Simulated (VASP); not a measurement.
The system is SrTlB6.

```
CELL_PARAMETERS angstrom
3.96294 0.00000 0.00000
0.00000 3.96294 0.00000
0.00000 0.00000 6.81973
ATOMIC_POSITIONS crystal
Sr 0.00000 0.00000 0.50000
Tl 0.00000 0.00000 0.00000
B 0.50000 0.50000 0.00000
B 0.50000 0.50000 0.50000
B 0.50000 0.00000 0.21852
B 0.50000 0.00000 0.78148
B 0.00000 0.50000 0.21852
B 0.00000 0.50000 0.78148
```

* Program: VASP 6.6.1
* Task: relaxation of cell and atoms
* Functional: PBE
* Potentials or basis: VASP PAW PBE potentials, release 64 (Sr_sv, Tl_d, B)
* Cutoff: 600 eV
* k mesh: 10 × 10 × 6
* Occupations: gaussian, width 0.1 eV
* Spin: no spin polarisation

At the start: pressure -0.0 GPa; volume 13.39 Å³/atom.

Question: How do energy, volume and symmetry change on relaxing?

Answer: Over 30 steps the energy falls by 254.7 meV/atom and the volume is 14.77 Å³/atom (+10.3 %); space group P4/mmm (No. 123, to 0.05 Å).

The path:
```tsv
step	energy change (eV)	largest force (eV/Å)	pressure (GPa)	volume (Å³)
1	0.0000	0.2002	-0.01	107.10
2	-0.0390	0.2551	-0.04	107.09
3	-0.1590	0.4617	0.19	106.91
4	-0.2442	0.9461	1.48	105.96
5	-0.2415	1.1729	2.04	105.51
6	-0.2533	1.2048	2.00	105.59
7	-0.2886	1.3067	1.87	105.83
8	-0.3678	1.5028	1.63	106.27
9	-0.5326	1.8396	1.75	107.01
10	-0.4385	0.6978	7.30	107.83
11	-0.5639	1.9351	2.23	107.30
12	-0.6225	1.8054	3.97	107.63
13	-0.6991	1.4985	4.57	108.31
14	-0.7184	1.0131	5.33	108.90
15	-0.8388	0.9219	4.82	109.60
16	-1.1502	0.6213	3.50	111.69
17	-1.5650	0.1105	1.78	115.88
18	-1.6074	2.5488	1.18	124.31
19	-1.7070	1.4895	1.16	120.99
20	-1.9083	0.1996	-1.54	122.48
21	-1.9379	0.5031	-3.39	123.76
22	-1.9409	0.3802	-3.02	123.48
23	-1.9900	0.2724	-2.16	121.82
24	-2.0364	0.0261	-0.26	118.62
25	-2.0376	0.0256	0.16	117.99
26	-2.0376	0.0165	0.08	118.10
27	-2.0378	0.0016	0.02	118.14
28	-2.0378	0.0136	-0.02	118.17
29	-2.0378	0.0126	-0.02	118.16
30	-2.0378	0.0078	0.00	118.16
```

Final structure:
```
CELL_PARAMETERS angstrom
4.39158 0.00000 0.00000
0.00000 4.39158 0.00000
0.00000 0.00000 6.12657
ATOMIC_POSITIONS crystal
Sr 0.00000 0.00000 0.50000
Tl 0.00000 0.00000 0.00000
B 0.50000 0.50000 0.00000
B 0.50000 0.50000 0.50000
B 0.50000 0.00000 0.13670
B 0.50000 0.00000 0.86330
B 0.00000 0.50000 0.13670
B 0.00000 0.50000 0.86330
```
